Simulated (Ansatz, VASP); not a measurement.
# One calculation of InP3, two programs

```xyz
8
Lattice="3.7245 2.1503 3.2950 -3.7245 2.1503 3.2950 0.0000 -4.3007 3.2950" Properties=species:S:1:pos:R:3 pbc="T T T"
In    0.0000    0.0000    2.7233
In    0.0000    0.0000    7.1617
P     2.0667   -1.1932    6.0430
P     0.0000    2.3864    6.0430
P    -2.0667   -1.1932    6.0430
P    -2.0667    1.1932    3.8420
P     2.0667    1.1932    3.8420
P     0.0000   -2.3864    3.8420
```

Alike in both runs: task single point; functional PBEsol; k mesh 3 × 3 × 3; occupations gaussian, width 0.01 eV; no spin polarisation.

|  | VASP | Ansatz |
| --- | --- | --- |
| version | VASP 6.6.1 | Ansatz 0.2.0 |
| potentials or method | VASP PAW PBE potentials, release 64 (In_d, P), cutoff 520 eV | scalar-relativistic, plane waves, PAW |
| valence electrons in the cell | 56 | 56 |

VASP gave:

| Property | Result |
| --- | --- |
| gap on the k mesh at the Fermi level (eV) | 0.02 |
| least direct gap on the mesh (eV) | 0.45 |
| pressure (GPa) | -0.6 |
| traceless stress, the component that is largest in VASP (GPa) | -0.41 |
| rms of the force components (eV/Å) | 0.127 |

Estimate Ansatz's values.

gap on the k mesh at the Fermi level (eV): 0.03; least direct gap on the mesh (eV): 0.46; pressure (GPa): -0.6; traceless stress, the component that is largest in VASP (GPa): -0.49; rms of the force components (eV/Å): 0.138.

VASP's potentials were made for PBE, not for PBEsol. Atom by atom the forces differ by 0.011 eV/Å (rms over components). The functional is the same, so the differences come from potentials, cutoffs and numerics.
